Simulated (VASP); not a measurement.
# Ca2Ge2N (P-3m1) in VASP: further runs

Ca2Ge2N is run at these levels: PBE; tasks: single point, relaxation of cell and atoms.

Program: VASP 6.6.1. These are calculated values, not measurements. Logs are shortened: lines on timing, memory, paths and dates and some standing lists are left out, and cuts for length are marked.

## Step 1: The cell of the first run

It takes space group P-3m1 (No. 164, trigonal). Conventional cell: a = 4.324 Å, b = 4.324 Å, c = 7.204 Å, α = 90.00°, β = 90.00°, γ = 120.00°. Within 3.5 Å of Ca (site symmetry 3m) lie 4 Ge at 2.63 to 2.68 Å and 3 Ca at 3.11 Å. Within 3.5 Å of Ge (site symmetry 3m) lie 4 Ca at 2.63 to 2.68 Å and 3 N at 3.11 Å. Within 4.1 Å of N (site symmetry -3m) lie 6 Ge at 3.11 Å and 6 Ca at 3.66 Å.

The cell was generated, and may not be a known phase.

## Step 2: Single point, PBE

INCAR reads:

```
SYSTEM = Ca2Ge2N
PREC = Accurate ; ENCUT = 520
EDIFF = 1E-6 ; ISMEAR = 0
SIGMA = 0.1 ; LREAL = .FALSE.
LASPH = .TRUE. ; NELM = 80
ALGO = Normal ; ISIF = 2
LWAVE = .FALSE. ; LCHARG = .FALSE.
GGA = PE ; NBANDS = 34
```

KPOINTS reads:

```
regular mesh
0
G
  6 6 4
  0 0 0
```

POSCAR reads:

```
Ca2Ge2N
1.0
    4.3244437100      0.0000000000      0.0000000000
   -2.1622218600      3.7450781100      0.0000000000
    0.0000000000      0.0000000000      7.2043394700
Ca Ge N
2 2 1
Direct
    0.3333333300      0.6666666700      0.6286000000
    0.6666666700      0.3333333300      0.3714000000
    0.3333333300      0.6666666700      0.2570999900
    0.6666666700      0.3333333300      0.7429000100
    0.0000000000      0.0000000000      0.0000000000
```

Potentials or basis: VASP PAW PBE potentials, release 64 (Ca_sv, Ge_d, N).

Launch:

```sh
cat potpaw_PBE.64/Ca_sv/POTCAR potpaw_PBE.64/Ge_d/POTCAR potpaw_PBE.64/N/POTCAR > POTCAR
mpirun -np 1 vasp_std > vasp.out
```

OUTCAR:

```text
SYSTEM = Ca2Ge2N
   PREC = Accurate
   ENCUT = 520
   EDIFF = 1E-6
   ISMEAR = 0
   LREAL = .FALSE.
   LASPH = .TRUE.
   NELM = 80
   ISIF = 2
   GGA = PE

 ion  position               nearest neighbor table
   1  0.333  0.667  0.629-   4 2.63   4 2.63   4 2.63   3 2.68   2 3.11   2 3.11   2 3.11
   2  0.667  0.333  0.371-   3 2.63   3 2.63   3 2.63   4 2.68   1 3.11   1 3.11   1 3.11
   3  0.333  0.667  0.257-   2 2.63   2 2.63   2 2.63   1 2.68
   4  0.667  0.333  0.743-   1 2.63   1 2.63   1 2.63   2 2.68
   5  0.000  0.000  0.000-

  LATTYP: Found a hexagonal cell.
 ALAT       =     4.3244437100
 C/A-ratio  =     1.6659575088

  Lattice vectors:

 A1 = (   4.3244437100,   0.0000000000,   0.0000000000)
 A2 = (  -2.1622218600,   3.7450781100,   0.0000000000)
 A3 = (   0.0000000000,   0.0000000000,   7.2043394700)

Analysis of symmetry for initial positions (statically):
=====================================================================
 Subroutine PRICEL returns:
 Original cell was already a primitive cell.

 Routine SETGRP: Setting up the symmetry group for a
 hexagonal supercell.

 Subroutine GETGRP returns: Found 12 space group operations
 (whereof 12 operations were pure point group operations)
 out of a pool of 24 trial point group operations.

The static configuration has the point symmetry D_3d.

Analysis of symmetry for dynamics (positions and initial velocities):
=====================================================================
 Subroutine PRICEL returns:
 Original cell was already a primitive cell.

 Routine SETGRP: Setting up the symmetry group for a
 hexagonal supercell.

 Subroutine GETGRP returns: Found 12 space group operations
 (whereof 12 operations were pure point group operations)
 out of a pool of 24 trial point group operations.

The dynamic configuration has the point symmetry D_3d.

 Subroutine INISYM returns: Found 12 space group operations
 (whereof 12 operations are pure point group operations),
 and found     1 'primitive' translations

----------------------------------------------------------------------------------------

                                     Primitive cell

  volume of cell :     116.6770

  direct lattice vectors                    reciprocal lattice vectors
     4.324443710  0.000000000  0.000000000     0.231243616  0.133508564  0.000000000
    -2.162221860  3.745078110  0.000000000     0.000000000  0.267017128  0.000000000
     0.000000000  0.000000000  7.204339470     0.000000000  0.000000000  0.138805230

  length of vectors
     4.324443710  4.324443712  7.204339470     0.267017128  0.267017128  0.138805230

  position of ions in fractional coordinates (direct lattice)
     0.333333330  0.666666670  0.628600000
     0.666666670  0.333333330  0.371400000
     0.333333330  0.666666670  0.257099990
     0.666666670  0.333333330  0.742900010
     0.000000000  0.000000000  0.000000000

  ion indices of the primitive-cell ions
   primitive index   ion index
                 1           1
                 2           2
                 3           3
                 4           4
                 5           5

----------------------------------------------------------------------------------------

 KPOINTS: regular mesh

Automatic generation of k-mesh.
 Grid dimensions read from file:
 generate k-points for:    6    6    4

 Generating k-lattice:

  Cartesian coordinates                     Fractional coordinates (reciprocal lattice)
     0.038540603  0.022251427  0.000000000     0.166666667  0.000000000  0.000000000
     0.000000000  0.044502855  0.000000000     0.000000000  0.166666667  0.000000000
     0.000000000  0.000000000  0.034701308     0.000000000  0.000000000  0.250000000

  Length of vectors
     0.044502855  0.044502855  0.034701308

  Shift w.r.t. Gamma in fractional coordinates (k-lattice)
     0.000000000  0.000000000  0.000000000

 Subroutine IBZKPT returns following result:
 ===========================================

 Found     24 irreducible k-points:

 Following reciprocal coordinates:
            Coordinates               Weight
  0.000000  0.000000  0.000000      1.000000
  0.166667  0.000000  0.000000      6.000000
  0.333333  0.000000  0.000000      6.000000
  0.500000 -0.000000  0.000000      3.000000
  0.166667  0.166667  0.000000      6.000000
  0.333333  0.166667  0.000000     12.000000
[... 16 lines left out ...]
  0.333333  0.166667  0.500000     12.000000
  0.333333  0.333333  0.500000      2.000000
   k-points           NKPTS =     24   k-points in BZ     NKDIM =     24   number of bands    NBANDS=     34
   number of dos      NEDOS =    301   number of ions     NIONS =      5
   total plane-waves  NPLWV =  55296
   dimension x,y,z NGX =    32 NGY =   32 NGZ =   54
   dimension x,y,z NGXF=    64 NGYF=   64 NGZF=  108
   ions per type =               2   2   1
   NGX,Y,Z   is equivalent  to a cutoff of  12.30, 12.30, 12.46 a.u.
   NGXF,Y,Z  is equivalent  to a cutoff of  24.60, 24.60, 24.92 a.u.
 SYSTEM =  Ca2Ge2N
   PREC   = accura    normal or accurate (medium, high low for compatibility)
   ISTART =      0    job   : 0-new  1-cont  2-samecut
   ICHARG =      2    charge: 1-file 2-atom 10-const
   ISPIN  =      1    spin polarized calculation?
   LNONCOLLINEAR =      F non collinear calculations
   LSORBIT =      F    spin-orbit coupling
   LASPH  =      T    aspherical Exc in radial PAW
   ENCUT  =  520.0 eV  38.22 Ry    6.18 a.u.   8.04  8.04 13.40*2*pi/ulx,y,z
   NELM   =     80;   NELMIN=  2; NELMDL= -5     # of ELM steps
   EDIFF  = 0.1E-05   stopping-criterion for ELM
   LREAL  =      F    real-space projection
   EDIFFG = 0.1E-04   stopping-criterion for IOM
   NSW    =      0    number of steps for IOM
   IBRION =     -1    ionic relax: 0-MD 1-quasi-New 2-CG
   NFREE  =      0    steps in history (QN), initial steepest desc. (CG)
   ISIF   =      2    stress and relaxation
   ISYM   =      2    0-nonsym 1-usesym 2-fastsym
   POTIM  = 0.5000    time-step for ionic-motion
   TEBEG  =    0.0;   TEEND  =   0.0 temperature during run
   PSTRESS=    0.0 pullay stress
   NELECT =      53.0000    total number of electrons
   NUPDOWN=      -1.0000    fix difference up-down
   EMIN   =  10.00;   EMAX   =-10.00  energy-range for DOS
   EFERMI =   0.00;   METHOD = LEGACY
   ISMEAR =     0;   SIGMA  =   0.10  broadening in eV -4-tet -1-fermi 0-gaus
   EFERMI_NEDOS =   21; number of points for ismear=-14 and -15
   IALGO  =     38    algorithm
   IMIX   =      4    mixing-type and parameters
     AMIX     =   0.40;   BMIX     =  1.00
     AMIX_MAG =   1.60;   BMIX_MAG =  1.00
  volume/ion in A,a.u.               =      23.34       157.48
  Fermi-wavevector in a.u.,A,eV,Ry     =   1.258457  2.378139 21.547735  1.583714
  Thomas-Fermi vector in A             =   2.392066
   LORBIT       =      0    0 simple, 1 ext, 2 COOP (PROOUT), +10 PAW based schemes
   GGA     = PE    functional components
   LHFCALC =     F    Hartree Fock is set to
   AEXX    =    0.0000 exact exchange contribution
   IVDW    =     0    specifies the selected vdW correction
   LEPSILON=     F    determine dielectric tensor
   LRPA    =     F    only Hartree local field effects (RPA)
 non-spin polarized calculation
 Gauss-broadening in eV      SIGMA  =   0.10
  energy-cutoff  :      520.00
  volume of cell :      116.68
 maximum number of plane-waves:      3160
   NGX = 17   NGY = 17   NGZ = 27

 number of electron      53.0000007 magnetization

 Free energy of the ion-electron system (eV)
  ---------------------------------------------------
  ext. energy  EPLUGINS =         0.00000000
  ---------------------------------------------------
  free energy    TOTEN  =       -13.54536122 eV

  energy without entropy =      -13.52808089  energy(sigma->0) =      -13.53672106

 E-fermi :   2.7896     XC(G=0):  -9.3347

 val. band max:        2.7614535837   @ k =   0.3333   0.1667   0.2500
 cond. band min:       2.8317767546   @ k =   0.3333   0.3333   0.5000
 fundamental gap:      0.0703231709
 Fermi energy:         2.7895531725

 k-point     1 :       0.0000    0.0000    0.0000
  band No.  band energies     occupation
      1     -37.5615      2.00000
      2     -37.4326      2.00000
      3     -21.5973      2.00000
      4     -21.5871      2.00000
      5     -21.5871      2.00000
      6     -21.5768      2.00000
[... 26 lines left out ...]
     33       6.7619      0.00000
     34       7.8026      0.00000

 k-point     2 :       0.1667    0.0000    0.0000
  band No.  band energies     occupation
      1     -37.5530      2.00000
      2     -37.4394      2.00000
      3     -21.5952      2.00000
      4     -21.5855      2.00000
      5     -21.5833      2.00000
      6     -21.5749      2.00000
[... 26 lines left out ...]
     33       6.6565      0.00000
     34       7.5925      0.00000

 k-point     3 :       0.3333    0.0000    0.0000
  band No.  band energies     occupation
      1     -37.5317      2.00000
      2     -37.4573      2.00000
      3     -21.5903      2.00000
      4     -21.5825      2.00000
      5     -21.5789      2.00000
      6     -21.5713      2.00000
[... 26 lines left out ...]
     33       6.2541      0.00000
     34       7.0950      0.00000
[... 704 lines left out ...]
 k-point    23 :       0.3333    0.1667    0.5000
  band No.  band energies     occupation
      1     -37.5151      2.00000
      2     -37.4721      2.00000
      3     -21.5871      2.00000
      4     -21.5808      2.00000
      5     -21.5793      2.00000
      6     -21.5697      2.00000
[... 26 lines left out ...]
     33       6.1049      0.00000
     34       6.8583      0.00000

 k-point    24 :       0.3333    0.3333    0.5000
  band No.  band energies     occupation
      1     -37.4932      2.00000
      2     -37.4932      2.00000
      3     -21.5827      2.00000
      4     -21.5827      2.00000
      5     -21.5798      2.00000
      6     -21.5688      2.00000
[... 26 lines left out ...]
     33       6.5597      0.00000
     34       6.5641      0.00000

------------------------ aborting loop because EDIFF is reached ----------------------------------------

  FORCE on cell =-STRESS in cart. coord.  units (eV):
  Direction    XX          YY          ZZ          XY          YZ          ZX
  --------------------------------------------------------------------------------------
  -------------------------------------------------------------------------------------
  Total        8.5536760      8.5536760      2.3506727     -0.0000000      0.0000000      0.0000000
  in kB      117.4567780    117.4567780     32.2788055     -0.0000002      0.0000000      0.0000000
  external PRESSURE =      89.0641205 kB  Pullay stress =       0.0000000 kB

 VOLUME and BASIS-vectors are now :
 -----------------------------------------------------------------------------
  energy-cutoff  :      520.00
  volume of cell :      116.68
      direct lattice vectors                 reciprocal lattice vectors
     4.324443710  0.000000000  0.000000000     0.231243616  0.133508564  0.000000000
    -2.162221860  3.745078110  0.000000000     0.000000000  0.267017128  0.000000000
     0.000000000  0.000000000  7.204339470     0.000000000  0.000000000  0.138805230

 POSITION                                       TOTAL-FORCE (eV/Angst)
 -----------------------------------------------------------------------------------
     -0.00000      2.49672      4.52865        -0.000000      0.000000      1.944746
      2.16222      1.24836      2.67569         0.000000     -0.000000     -1.944746
     -0.00000      2.49672      1.85224         0.000000      0.000000     -3.726163
      2.16222      1.24836      5.35210        -0.000000      0.000000      3.726163
      0.00000      0.00000      0.00000         0.000000      0.000000      0.000000
 -----------------------------------------------------------------------------------
    total drift:                               -0.000000      0.000000      0.000000

  FREE ENERGIE OF THE ION-ELECTRON SYSTEM (eV)
  ---------------------------------------------------
  free  energy   TOTEN  =       -13.5453612240 eV

  energy  without entropy=      -13.5280808894  energy(sigma->0) =      -13.53672106
```

Wall time 64 s (1 thread of AMD EPYC 9R45 (Zen 5), shared host); peak memory 0.24 GiB.

What came out:

* Free energy: -13.5454 eV
* Pressure: 8.9 GPa
* Largest force: 3.726 eV/Å
* Band gap on the k mesh: zero (an odd number of electrons rules out a gap without spin polarisation)

Forces in eV/Å, atoms in the order of the input:
```
Ca   0.000  0.000  1.945
Ca   0.000  0.000 -1.945
Ge   0.000  0.000 -3.726
Ge   0.000  0.000  3.726
N    0.000  0.000  0.000
```

Levels at points of the mesh, in eV from the Fermi level:
```tsv
k point	band 25	band 26	band 27	band 28	band 29	band 30
(0.00, 0.00, 0.00)	-1.10	-0.15	-0.15	-0.14	-0.14	0.95
(0.50, 0.00, 0.00)	-1.28	-0.12	0.11	0.26	1.09	1.58
(0.00, 0.00, 0.50)	-0.96	-0.73	-0.73	0.35	0.35	0.36
(0.50, 0.00, 0.50)	-1.38	-0.20	0.50	0.53	0.88	1.23
```

Caveat: the stress differs along the axes, from 3 to 12 GPa; forces of over 1 eV/Å act on the atoms, so gaps and moduli don't describe the material at rest.

(Continued in part 2 of 2.)

The gap in the log of VASP goes by the Fermi energy; the results here count the filled bands.